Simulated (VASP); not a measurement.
# MgS (F-43m) in VASP: single point with PBE

Aim: the single point of MgS with PBE.

All numbers are computed with VASP 6.6.1; they aren't measurements. Logs are shortened: lines on timing, memory, paths and dates and some standing lists are left out, and cuts for length are marked.

## 1. The cell of the first run

The structure is cubic, space group F-43m (No. 216). Conventional cell: a = 5.666 Å, b = 5.666 Å, c = 5.666 Å, α = 90.00°, β = 90.00°, γ = 90.00°. Mg (site symmetry -43m) has 4 S at 2.45 Å within 3.2 Å. S (site symmetry -43m) has 4 Mg at 2.45 Å within 3.2 Å.

## 2. Single point, PBE

POSCAR reads:

```
MgS
1.0
    0.0000000000      2.8331200468      2.8331200468
    2.8331200468      0.0000000000      2.8331200468
    2.8331200468      2.8331200468      0.0000000000
Mg S
1 1
Direct
    0.0000000000      0.0000000000      0.0000000000
    0.7500000000      0.7500000000      0.7500000000
```

INCAR.step1 reads:

```
PREC     = Accurate       # precision mode
ENCUT    = 520            # plane-wave cutoff, eV
EDIFF    = 1E-6           # SCF threshold, eV
ISMEAR   = 0              # smearing method
SIGMA    = 0.05           # smearing width, eV
LREAL    = False          # projectors in reciprocal space
LASPH    = True           # aspherical terms in the spheres
NELM     = 60             # most SCF steps
ALGO     = Normal         # electronic algorithm
ISIF     = 2              # what is computed and relaxed
LWAVE    = False          # write WAVECAR
LCHARG   = True           # write CHGCAR
GGA      = PE             # functional
NBANDS   = 11             # bands
```

KPOINTS.step1 reads:

```
regular mesh
0
Gamma
  10 10 10
```

INCAR.step2 reads:

```
PREC     = Accurate       # precision mode
ENCUT    = 520            # plane-wave cutoff, eV
EDIFF    = 1E-6           # SCF threshold, eV
ISMEAR   = -5             # smearing method
SIGMA    = 0.05           # smearing width, eV
LREAL    = False          # projectors in reciprocal space
LASPH    = True           # aspherical terms in the spheres
NELM     = 60             # most SCF steps
ALGO     = Normal         # electronic algorithm
ISIF     = 2              # what is computed and relaxed
LWAVE    = False          # write WAVECAR
LCHARG   = False          # write CHGCAR
GGA      = PE             # functional
LORBIT   = 11             # projections on sites
NBANDS   = 11             # bands
NEDOS    = 1001           # points of the DOS
ICHARG   = 11             # starting density
```

KPOINTS.step2 reads:

```
regular mesh
0
Gamma
  15 15 15
```

Potentials or basis: VASP PAW PBE potentials, release 64 (Mg, S).

Launch:

```sh
cat potpaw_PBE.64/Mg/POTCAR potpaw_PBE.64/S/POTCAR > POTCAR
cp INCAR.step1 INCAR
cp KPOINTS.step1 KPOINTS
mpirun -np 1 vasp_std > vasp.out
cp INCAR.step2 INCAR
cp KPOINTS.step2 KPOINTS
mpirun -np 1 vasp_std > vasp.out
```

OUTCAR:

```text
PREC = Accurate
   ENCUT = 520
   EDIFF = 1E-6
   ISMEAR = -5
   LREAL = False
   LASPH = True
   NELM = 60
   ISIF = 2
   GGA = PE
   LORBIT = 11
   ICHARG = 11

 ion  position               nearest neighbor table
   1  0.000  0.000  0.000-   2 2.45   2 2.45   2 2.45   2 2.45
   2  0.750  0.750  0.750-   1 2.45   1 2.45   1 2.45   1 2.45

  LATTYP: Found a face centered cubic cell.
 ALAT       =     5.6662400936

  Lattice vectors:

 A1 = (   0.0000000000,   2.8331200468,   2.8331200468)
 A2 = (   2.8331200468,   0.0000000000,   2.8331200468)
 A3 = (   2.8331200468,   2.8331200468,   0.0000000000)

Analysis of symmetry for initial positions (statically):
=====================================================================
 Subroutine PRICEL returns:
 Original cell was already a primitive cell.

 Routine SETGRP: Setting up the symmetry group for a
 face centered cubic supercell.

 Subroutine GETGRP returns: Found 24 space group operations
 (whereof 24 operations were pure point group operations)
 out of a pool of 48 trial point group operations.

The static configuration has the point symmetry T_d .

Analysis of symmetry for dynamics (positions and initial velocities):
=====================================================================
 Subroutine PRICEL returns:
 Original cell was already a primitive cell.

 Routine SETGRP: Setting up the symmetry group for a
 face centered cubic supercell.

 Subroutine GETGRP returns: Found 24 space group operations
 (whereof 24 operations were pure point group operations)
 out of a pool of 48 trial point group operations.

The dynamic configuration has the point symmetry T_d .

 Subroutine INISYM returns: Found 24 space group operations
 (whereof 24 operations are pure point group operations),
 and found     1 'primitive' translations

----------------------------------------------------------------------------------------

                                     Primitive cell

  volume of cell :      45.4805

  direct lattice vectors                    reciprocal lattice vectors
     0.000000000  2.833120047  2.833120047    -0.176483874  0.176483874  0.176483874
     2.833120047  0.000000000  2.833120047     0.176483874 -0.176483874  0.176483874
     2.833120047  2.833120047  0.000000000     0.176483874  0.176483874 -0.176483874

  length of vectors
     4.006636794  4.006636794  4.006636794     0.305679036  0.305679036  0.305679036

  position of ions in fractional coordinates (direct lattice)
     0.000000000  0.000000000  0.000000000
     0.750000000  0.750000000  0.750000000

  ion indices of the primitive-cell ions
   primitive index   ion index
                 1           1
                 2           2

----------------------------------------------------------------------------------------

 KPOINTS: regular mesh

Automatic generation of k-mesh.
 Grid dimensions read from file:
 generate k-points for:   15   15   15

 Generating k-lattice:

  Cartesian coordinates                     Fractional coordinates (reciprocal lattice)
    -0.011765592  0.011765592  0.011765592     0.066666667  0.000000000  0.000000000
     0.011765592 -0.011765592  0.011765592     0.000000000  0.066666667  0.000000000
     0.011765592  0.011765592 -0.011765592     0.000000000  0.000000000  0.066666667

  Length of vectors
     0.020378602  0.020378602  0.020378602

  Shift w.r.t. Gamma in fractional coordinates (k-lattice)
     0.000000000  0.000000000  0.000000000

 TETIRR: Found    484 inequivalent tetrahedra from    20250

 Subroutine IBZKPT returns following result:
 ===========================================

 Found    120 irreducible k-points:

 Following reciprocal coordinates:
            Coordinates               Weight
  0.000000  0.000000  0.000000      1.000000
  0.066667  0.000000  0.000000      8.000000
  0.133333  0.000000  0.000000      8.000000
  0.200000  0.000000  0.000000      8.000000
  0.266667  0.000000  0.000000      8.000000
  0.333333  0.000000  0.000000      8.000000
[... 16 lines left out ...]
  0.133333  0.133333  0.000000      6.000000
  0.200000  0.133333  0.000000     24.000000
 [... further k-points ...]
   k-points           NKPTS =    120   k-points in BZ     NKDIM =    120   number of bands    NBANDS=     11
   number of dos      NEDOS =   1001   number of ions     NIONS =      2
   total plane-waves  NPLWV =  27000
   dimension x,y,z NGX =    30 NGY =   30 NGZ =   30
   dimension x,y,z NGXF=    60 NGYF=   60 NGZF=   60
   ions per type =               1   1
   NGX,Y,Z   is equivalent  to a cutoff of  12.45, 12.45, 12.45 a.u.
   NGXF,Y,Z  is equivalent  to a cutoff of  24.90, 24.90, 24.90 a.u.
 SYSTEM =  unknown system
   PREC   = accura    normal or accurate (medium, high low for compatibility)
   ISTART =      0    job   : 0-new  1-cont  2-samecut
   ICHARG =     11    charge: 1-file 2-atom 10-const
   ISPIN  =      1    spin polarized calculation?
   LNONCOLLINEAR =      F non collinear calculations
   LSORBIT =      F    spin-orbit coupling
   LASPH  =      T    aspherical Exc in radial PAW
   ENCUT  =  520.0 eV  38.22 Ry    6.18 a.u.   7.45  7.45  7.45*2*pi/ulx,y,z
   NELM   =     60;   NELMIN=  2; NELMDL=  0     # of ELM steps
   EDIFF  = 0.1E-05   stopping-criterion for ELM
   LREAL  =      F    real-space projection
   EDIFFG = 0.1E-04   stopping-criterion for IOM
   NSW    =      0    number of steps for IOM
   IBRION =     -1    ionic relax: 0-MD 1-quasi-New 2-CG
   NFREE  =      0    steps in history (QN), initial steepest desc. (CG)
   ISIF   =      2    stress and relaxation
   ISYM   =      2    0-nonsym 1-usesym 2-fastsym
   POTIM  = 0.5000    time-step for ionic-motion
   TEBEG  =    0.0;   TEEND  =   0.0 temperature during run
   PSTRESS=    0.0 pullay stress
   NELECT =       8.0000    total number of electrons
   NUPDOWN=      -1.0000    fix difference up-down
   EMIN   =  10.00;   EMAX   =-10.00  energy-range for DOS
   EFERMI =   0.00;   METHOD = LEGACY
   ISMEAR =    -5;   SIGMA  =   0.05  broadening in eV -4-tet -1-fermi 0-gaus
   EFERMI_NEDOS =   21; number of points for ismear=-14 and -15
   IALGO  =     38    algorithm
   IMIX   =      4    mixing-type and parameters
     AMIX     =   0.40;   BMIX     =  1.00
     AMIX_MAG =   1.60;   BMIX_MAG =  1.00
  volume/ion in A,a.u.               =      22.74       153.46
  Fermi-wavevector in a.u.,A,eV,Ry     =   0.917269  1.733386 11.447692  0.841382
  Thomas-Fermi vector in A             =   2.042218
   LORBIT       =     11    0 simple, 1 ext, 2 COOP (PROOUT), +10 PAW based schemes
   GGA     = PE    functional components
   LHFCALC =     F    Hartree Fock is set to
   AEXX    =    0.0000 exact exchange contribution
   IVDW    =     0    specifies the selected vdW correction
   LEPSILON=     F    determine dielectric tensor
   LRPA    =     F    only Hartree local field effects (RPA)
 non-spin polarized calculation
 Fermi weights with tetrahedron method with Bloechl corrections
  energy-cutoff  :      520.00
  volume of cell :       45.48
 maximum number of plane-waves:      1243
 NGX is ok and might be reduce to    30

 number of electron       8.0000001 magnetization

 Free energy of the ion-electron system (eV)
  ---------------------------------------------------
  ext. energy  EPLUGINS =         0.00000000
  ---------------------------------------------------
  free energy    TOTEN  =        -8.47121684 eV

  energy without entropy =       -8.47121684  energy(sigma->0) =       -8.47121684

 E-fermi :   1.0534     XC(G=0):  -8.3810

 val. band max:        1.0483216735   @ k =   0.0000   0.0000   0.0000
 cond. band min:       4.4946684280   @ k =   0.0000   0.0000   0.0000
 fundamental gap:      3.4463467546
 Fermi energy:         1.0533660199

 k-point     1 :       0.0000    0.0000    0.0000
  band No.  band energies     occupation
      1     -10.2112      2.00000
      2       1.0483      2.00000
      3       1.0483      2.00000
      4       1.0483      2.00000
      5       4.4947      0.00000
      6       8.9922      0.00000
      7       8.9922      0.00000
      8       8.9922      0.00000
      9      11.8745      0.00000
     10      11.8745      0.00000
     11      14.7526      0.00000

 k-point     2 :       0.0667    0.0000    0.0000
  band No.  band energies     occupation
      1     -10.1859      2.00000
      2       0.8243      2.00000
      3       1.0325      2.00000
      4       1.0325      2.00000
      5       4.7175      0.00000
      6       8.9232      0.00000
      7       9.0510      0.00000
      8       9.0510      0.00000
      9      11.6973      0.00000
     10      11.6973      0.00000
     11      14.6031      0.00000

 k-point     3 :       0.1333    0.0000    0.0000
  band No.  band energies     occupation
      1     -10.1128      2.00000
      2       0.2952      2.00000
      3       0.9886      2.00000
      4       0.9886      2.00000
      5       5.2224      0.00000
      6       8.7858      0.00000
      7       9.1865      0.00000
      8       9.1865      0.00000
      9      11.3841      0.00000
     10      11.3841      0.00000
     11      14.0893      0.00000
[... 267 lines left out ...]
 k-point    23 :       0.1333    0.1333    0.0000
  band No.  band energies     occupation
      1     -10.0801      2.00000
      2       0.2994      2.00000
      3       0.8464      2.00000
      4       0.8464      2.00000
      5       5.4677      0.00000
      6       8.3852      0.00000
      7       9.4702      0.00000
      8       9.4702      0.00000
      9      10.3346      0.00000
     10      12.1736      0.00000
     11      15.4773      0.00000

 k-point    24 :       0.2000    0.1333    0.0000
  band No.  band energies     occupation
      1      -9.9969      2.00000
      2      -0.1073      2.00000
      3       0.7540      2.00000
      4       0.7766      2.00000
      5       5.8832      0.00000
      6       8.1836      0.00000
      7       9.4696      0.00000
      8       9.6847      0.00000
      9      10.1732      0.00000
     10      12.2532      0.00000
     11      14.9980      0.00000

 [... further k-points ...]

------------------------ aborting loop because EDIFF is reached ----------------------------------------

  FORCE on cell =-STRESS in cart. coord.  units (eV):
  Direction    XX          YY          ZZ          XY          YZ          ZX
  --------------------------------------------------------------------------------------
  -------------------------------------------------------------------------------------
  Total        0.2243350      0.2243350      0.2243350      0.0000000      0.0000000      0.0000000
  in kB        7.9028320      7.9028320      7.9028320      0.0000000      0.0000000      0.0000000
  external PRESSURE =       7.9028320 kB  Pullay stress =       0.0000000 kB

 VOLUME and BASIS-vectors are now :
 -----------------------------------------------------------------------------
  energy-cutoff  :      520.00
  volume of cell :       45.48
      direct lattice vectors                 reciprocal lattice vectors
     0.000000000  2.833120047  2.833120047    -0.176483874  0.176483874  0.176483874
     2.833120047  0.000000000  2.833120047     0.176483874 -0.176483874  0.176483874
     2.833120047  2.833120047  0.000000000     0.176483874  0.176483874 -0.176483874

 POSITION                                       TOTAL-FORCE (eV/Angst)
 -----------------------------------------------------------------------------------
      0.00000      0.00000      0.00000         0.000000      0.000000      0.000000
      4.24968      4.24968      4.24968        -0.000000     -0.000000     -0.000000
 -----------------------------------------------------------------------------------
    total drift:                               -0.000000     -0.000000     -0.000000

  FREE ENERGIE OF THE ION-ELECTRON SYSTEM (eV)
  ---------------------------------------------------
  free  energy   TOTEN  =        -8.4712168446 eV

  energy  without entropy=       -8.4712168446  energy(sigma->0) =       -8.47121684

 total charge

# of ion       s       p       d       tot
------------------------------------------
    1        0.164   0.145   0.038   0.347
    2        1.309   2.505   0.000   3.814
--------------------------------------------------
tot          1.473   2.650   0.038   4.161
```

Wall time 50 s (1 thread of Intel Xeon Platinum 8259CL at 2.50GHz (Skylake/Cascade Lake), shared host); peak memory 0.2 GiB.

Results:

```
Valence electrons inside the program's atomic spheres : Mg 0.35; S 3.81
```

Levels at points of the mesh, in eV from the valence-band top:
```tsv
k point	band 1	band 2	band 3	band 4	band 5	band 6	band 7	band 8	band 9
(0.00, 0.00, 0.00)	-11.26	0.00	0.00	0.00	3.45	7.94	7.94	7.94	10.83
```
